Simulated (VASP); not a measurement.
# SnSe (I4/mmm) in VASP: single point with PBEsol

Aim: the single point of SnSe with PBEsol.

All numbers are computed with VASP 6.6.1; they aren't measurements. Logs are shortened: lines on timing, memory, paths and dates and some standing lists are left out, and cuts for length are marked.

## 1. The cell of the first run

The structure is tetragonal, space group I4/mmm (No. 139). Conventional cell: a = 4.136 Å, b = 4.136 Å, c = 6.142 Å, α = 90.00°, β = 90.00°, γ = 90.00°. Sn (site symmetry 4/mmm) has 6 Se at 2.92 to 3.07 Å within 3.9 Å. Se (site symmetry 4/mmm) has 6 Sn at 2.92 to 3.07 Å within 3.9 Å.

## 2. Single point, PBEsol

Contents of INCAR:

```
SYSTEM = SnSe
ALGO     = Normal         ! electronic algorithm
EDIFF    = 1E-6           ! SCF threshold, eV
ENCUT    = 520            ! plane-wave cutoff, eV
GGA      = PS             ! functional
ISIF     = 2              ! what is computed and relaxed
ISMEAR   = 0              ! smearing method
LASPH    = .TRUE.         ! aspherical terms in the spheres
LCHARG   = .FALSE.        ! write CHGCAR
LREAL    = .FALSE.        ! projectors in reciprocal space
LWAVE    = .FALSE.        ! write WAVECAR
NBANDS   = 17             ! bands
NELM     = 100            ! most SCF steps
PREC     = Accurate       ! precision mode
SIGMA    = 0.05           ! smearing width, eV
```

Contents of KPOINTS:

```
k-points
0
G
  10 10 10
  0 0 0
```

Contents of POSCAR:

```
SnSe
1.0
    0.0000000000      2.9247986233      3.0710385544
    2.9247986233      0.0000000000      3.0710385544
    2.9247986233      2.9247986233      0.0000000000
Sn Se
1 1
Direct
    0.0000000000      0.0000000000      0.0000000000
    0.5000000000      0.5000000000      0.5000000000
```

Potentials or basis: VASP PAW PBE potentials, release 64 (Sn_d, Se).

Command:

```
$ cat potpaw_PBE.64/Sn_d/POTCAR potpaw_PBE.64/Se/POTCAR > POTCAR
$ mpirun -np 1 vasp_std > vasp.out
```

OUTCAR:

```text
SYSTEM = SnSe
   EDIFF = 1E-6
   ENCUT = 520
   GGA = PS
   ISIF = 2
   ISMEAR = 0
   LASPH = .TRUE.
   LREAL = .FALSE.
   NELM = 100
   PREC = Accurate

 ion  position               nearest neighbor table
   1  0.000  0.000  0.000-   2 2.92   2 2.92   2 2.92   2 2.92   2 3.07   2 3.07
   2  0.500  0.500  0.500-   1 2.92   1 2.92   1 2.92   1 2.92   1 3.07   1 3.07

  LATTYP: Found a body centered tetragonal cell.
 ALAT       =     4.1362898803
 C/A-ratio  =     1.4849242405

  Lattice vectors:

 A1 = (  -2.9247986233,   0.0000000000,   3.0710385544)
 A2 = (   2.9247986233,   0.0000000000,   3.0710385544)
 A3 = (   0.0000000000,   2.9247986233,  -3.0710385544)

Analysis of symmetry for initial positions (statically):
=====================================================================
 Subroutine PRICEL returns:
 Original cell was already a primitive cell.

 Routine SETGRP: Setting up the symmetry group for a
 body centered tetragonal supercell.

 Subroutine GETGRP returns: Found 16 space group operations
 (whereof 16 operations were pure point group operations)
 out of a pool of 16 trial point group operations.

The static configuration has the point symmetry D_4h.

Analysis of symmetry for dynamics (positions and initial velocities):
=====================================================================
 Subroutine PRICEL returns:
 Original cell was already a primitive cell.

 Routine SETGRP: Setting up the symmetry group for a
 body centered tetragonal supercell.

 Subroutine GETGRP returns: Found 16 space group operations
 (whereof 16 operations were pure point group operations)
 out of a pool of 16 trial point group operations.

The dynamic configuration has the point symmetry D_4h.

 Subroutine INISYM returns: Found 16 space group operations
 (whereof 16 operations are pure point group operations),
 and found     1 'primitive' translations

----------------------------------------------------------------------------------------

                                     Primitive cell

  volume of cell :      52.5421

  direct lattice vectors                    reciprocal lattice vectors
     0.000000000  2.924798623  3.071038554    -0.170951940  0.170951940  0.162811372
     2.924798623  0.000000000  3.071038554     0.170951940 -0.170951940  0.162811372
     2.924798623  2.924798623  0.000000000     0.170951940  0.170951940 -0.162811372

  length of vectors
     4.240958004  4.240958004  4.136289880     0.291473283  0.291473283  0.291473283

  position of ions in fractional coordinates (direct lattice)
     0.000000000  0.000000000  0.000000000
     0.500000000  0.500000000  0.500000000

  ion indices of the primitive-cell ions
   primitive index   ion index
                 1           1
                 2           2

----------------------------------------------------------------------------------------

 KPOINTS: k-points

Automatic generation of k-mesh.
 Grid dimensions read from file:
 generate k-points for:   10   10   10

 Generating k-lattice:

  Cartesian coordinates                     Fractional coordinates (reciprocal lattice)
    -0.017095194  0.017095194  0.016281137     0.100000000  0.000000000  0.000000000
     0.017095194 -0.017095194  0.016281137     0.000000000  0.100000000  0.000000000
     0.017095194  0.017095194 -0.016281137    -0.000000000 -0.000000000  0.100000000

  Length of vectors
     0.029147328  0.029147328  0.029147328

  Shift w.r.t. Gamma in fractional coordinates (k-lattice)
     0.000000000  0.000000000  0.000000000

 Subroutine IBZKPT returns following result:
 ===========================================

 Found    102 irreducible k-points:

 Following reciprocal coordinates:
            Coordinates               Weight
  0.000000  0.000000  0.000000      1.000000
  0.100000  0.000000  0.000000      8.000000
  0.200000  0.000000  0.000000      8.000000
  0.300000  0.000000  0.000000      8.000000
  0.400000  0.000000  0.000000      8.000000
  0.500000 -0.000000  0.000000      4.000000
[... 16 lines left out ...]
  0.300000  0.300000  0.000000      2.000000
  0.400000  0.300000  0.000000      8.000000
 [... further k-points ...]
   k-points           NKPTS =    102   k-points in BZ     NKDIM =    102   number of bands    NBANDS=     17
   number of dos      NEDOS =    301   number of ions     NIONS =      2
   total plane-waves  NPLWV =  32768
   dimension x,y,z NGX =    32 NGY =   32 NGZ =   32
   dimension x,y,z NGXF=    64 NGYF=   64 NGZF=   64
   ions per type =               1   1
   NGX,Y,Z   is equivalent  to a cutoff of  12.54, 12.54, 12.86 a.u.
   NGXF,Y,Z  is equivalent  to a cutoff of  25.09, 25.09, 25.72 a.u.
 SYSTEM =  SnSe
   PREC   = accura    normal or accurate (medium, high low for compatibility)
   ISTART =      0    job   : 0-new  1-cont  2-samecut
   ICHARG =      2    charge: 1-file 2-atom 10-const
   ISPIN  =      1    spin polarized calculation?
   LNONCOLLINEAR =      F non collinear calculations
   LSORBIT =      F    spin-orbit coupling
   LASPH  =      T    aspherical Exc in radial PAW
   ENCUT  =  520.0 eV  38.22 Ry    6.18 a.u.   7.89  7.89  7.69*2*pi/ulx,y,z
   NELM   =    100;   NELMIN=  2; NELMDL= -5     # of ELM steps
   EDIFF  = 0.1E-05   stopping-criterion for ELM
   LREAL  =      F    real-space projection
   EDIFFG = 0.1E-04   stopping-criterion for IOM
   NSW    =      0    number of steps for IOM
   IBRION =     -1    ionic relax: 0-MD 1-quasi-New 2-CG
   NFREE  =      0    steps in history (QN), initial steepest desc. (CG)
   ISIF   =      2    stress and relaxation
   ISYM   =      2    0-nonsym 1-usesym 2-fastsym
   POTIM  = 0.5000    time-step for ionic-motion
   TEBEG  =    0.0;   TEEND  =   0.0 temperature during run
   PSTRESS=    0.0 pullay stress
   NELECT =      20.0000    total number of electrons
   NUPDOWN=      -1.0000    fix difference up-down
   EMIN   =  10.00;   EMAX   =-10.00  energy-range for DOS
   EFERMI =   0.00;   METHOD = LEGACY
   ISMEAR =     0;   SIGMA  =   0.05  broadening in eV -4-tet -1-fermi 0-gaus
   EFERMI_NEDOS =   21; number of points for ismear=-14 and -15
   IALGO  =     38    algorithm
   IMIX   =      4    mixing-type and parameters
     AMIX     =   0.40;   BMIX     =  1.00
     AMIX_MAG =   1.60;   BMIX_MAG =  1.00
  volume/ion in A,a.u.               =      26.27       177.29
  Fermi-wavevector in a.u.,A,eV,Ry     =   1.186449  2.242064 19.152396  1.407661
  Thomas-Fermi vector in A             =   2.322622
   LORBIT       =      0    0 simple, 1 ext, 2 COOP (PROOUT), +10 PAW based schemes
   GGA     = PS    functional components
   LHFCALC =     F    Hartree Fock is set to
   AEXX    =    0.0000 exact exchange contribution
   IVDW    =     0    specifies the selected vdW correction
   LEPSILON=     F    determine dielectric tensor
   LRPA    =     F    only Hartree local field effects (RPA)
 non-spin polarized calculation
 Gauss-broadening in eV      SIGMA  =   0.05
  energy-cutoff  :      520.00
  volume of cell :       52.54
 maximum number of plane-waves:      1436
   NGX = 15   NGY = 15   NGZ = 15

 number of electron      20.0000003 magnetization

 Free energy of the ion-electron system (eV)
  ---------------------------------------------------
  ext. energy  EPLUGINS =         0.00000000
  ---------------------------------------------------
  free energy    TOTEN  =        -8.94407315 eV

  energy without entropy =       -8.94407269  energy(sigma->0) =       -8.94407292

 E-fermi :   6.1330     XC(G=0):  -9.9406

 val. band max:        6.0080442295   @ k =  -0.2000   0.2000   0.0000
 cond. band min:       6.2702936486   @ k =  -0.4000   0.0000   0.1000
 fundamental gap:      0.2622494191
 Fermi energy:         6.1329656523

 k-point     1 :       0.0000    0.0000    0.0000
  band No.  band energies     occupation
      1     -15.6261      2.00000
      2     -15.6170      2.00000
      3     -15.6170      2.00000
      4     -15.6040      2.00000
      5     -15.6033      2.00000
      6      -8.2825      2.00000
[... 9 lines left out ...]
     16      11.7589      0.00000
     17      13.4115      0.00000

 k-point     2 :       0.1000    0.0000    0.0000
  band No.  band energies     occupation
      1     -15.6263      2.00000
      2     -15.6167      2.00000
      3     -15.6162      2.00000
      4     -15.6041      2.00000
      5     -15.6029      2.00000
      6      -8.2064      2.00000
[... 9 lines left out ...]
     16      11.9986      0.00000
     17      14.0762      0.00000

 k-point     3 :       0.2000    0.0000    0.0000
  band No.  band energies     occupation
      1     -15.6273      2.00000
      2     -15.6157      2.00000
      3     -15.6147      2.00000
      4     -15.6053      2.00000
      5     -15.5995      2.00000
      6      -7.9913      2.00000
[... 9 lines left out ...]
     16      12.6080      0.00000
     17      15.5619      0.00000

 k-point     4 :       0.3000    0.0000    0.0000
  band No.  band energies     occupation
      1     -15.6292      2.00000
      2     -15.6153      2.00000
      3     -15.6145      2.00000
      4     -15.6042      2.00000
      5     -15.5948      2.00000
      6      -7.6843      2.00000
[... 9 lines left out ...]
     16      13.5666      0.00000
     17      17.2487      0.00000
[... 343 lines left out ...]
      1     -15.6282      2.00000
      2     -15.6159      2.00000
      3     -15.6118      2.00000
      4     -15.6101      2.00000
      5     -15.5908      2.00000
      6      -7.5598      2.00000
[... 9 lines left out ...]
     16      14.6316      0.00000
     17      15.6252      0.00000

 k-point    23 :       0.3000    0.3000    0.0000
  band No.  band energies     occupation
      1     -15.6446      2.00000
      2     -15.6085      2.00000
      3     -15.6049      2.00000
      4     -15.6049      2.00000
      5     -15.5986      2.00000
      6      -7.5651      2.00000
[... 9 lines left out ...]
     16      15.8564      0.00000
     17      15.8564      0.00000

 k-point    24 :       0.4000    0.3000    0.0000
  band No.  band energies     occupation
      1     -15.6478      2.00000
      2     -15.6081      2.00000
      3     -15.6034      2.00000
      4     -15.6029      2.00000
      5     -15.5979      2.00000
      6      -7.3528      2.00000
[... 9 lines left out ...]
     16      16.5399      0.00000
     17      17.0923      0.00000

 [... further k-points ...]

------------------------ aborting loop because EDIFF is reached ----------------------------------------

  FORCE on cell =-STRESS in cart. coord.  units (eV):
  Direction    XX          YY          ZZ          XY          YZ          ZX
  --------------------------------------------------------------------------------------
  -------------------------------------------------------------------------------------
  Total        0.8287938      0.8287938     -1.1779610      0.0000000      0.0000000      0.0000000
  in kB       25.2725975     25.2725975    -35.9198323      0.0000000      0.0000000      0.0000000
  external PRESSURE =       4.8751209 kB  Pullay stress =       0.0000000 kB

 VOLUME and BASIS-vectors are now :
 -----------------------------------------------------------------------------
  energy-cutoff  :      520.00
  volume of cell :       52.54
      direct lattice vectors                 reciprocal lattice vectors
     0.000000000  2.924798623  3.071038554    -0.170951940  0.170951940  0.162811372
     2.924798623  0.000000000  3.071038554     0.170951940 -0.170951940  0.162811372
     2.924798623  2.924798623  0.000000000     0.170951940  0.170951940 -0.162811372

 POSITION                                       TOTAL-FORCE (eV/Angst)
 -----------------------------------------------------------------------------------
      0.00000      0.00000      0.00000        -0.000000      0.000000     -0.000000
      2.92480      2.92480      3.07104         0.000000     -0.000000      0.000000
 -----------------------------------------------------------------------------------
    total drift:                                0.000000     -0.000000     -0.000000

  FREE ENERGIE OF THE ION-ELECTRON SYSTEM (eV)
  ---------------------------------------------------
  free  energy   TOTEN  =        -8.9440731502 eV

  energy  without entropy=       -8.9440726913  energy(sigma->0) =       -8.94407292
```

It took 93 s on 1 thread of Intel Xeon 8259CL, shared host; peak memory 0.24 GiB.

What came out:

| Quantity | Value |
| --- | --- |
| Free energy | -8.9441 eV |
| Pressure | 0.5 GPa |
| Band gap on the k mesh | 0.26 eV (least direct gap 0.38 eV) |

Levels at points of the mesh, in eV from the valence-band top:
| k point | band 6 | band 7 | band 8 | band 9 | band 10 | band 11 | band 12 | band 13 | band 14 | band 15 |
| --- | --- | --- | --- | --- | --- | --- | --- | --- | --- | --- |
| (0.00, 0.00, 0.00) | -14.29 | -5.11 | -2.59 | -2.59 | -2.14 | 3.54 | 4.69 | 4.69 | 5.38 | 5.75 |
| (0.50, 0.00, 0.00) | -13.26 | -8.44 | -2.24 | -2.13 | -0.28 | 0.61 | 0.95 | 1.18 | 8.07 | 9.94 |
| (0.50, 0.50, 0.00) | -13.09 | -6.03 | -5.85 | -3.90 | -3.90 | 2.76 | 5.58 | 5.58 | 5.61 | 10.47 |
| (0.50, 0.00, 0.50) | -12.88 | -6.25 | -5.95 | -4.29 | -3.73 | 2.61 | 4.72 | 5.93 | 6.26 | 10.18 |

Caveat: the stress differs along the axes, from -4 to 3 GPa; semilocal functionals underestimate gaps, and a narrow one can read as zero; the PAW data sets were made with another functional, which shifts forces and pressure a little; spin-orbit coupling is left out, which moves the levels of the heavy elements. A k mesh can miss the band edges.
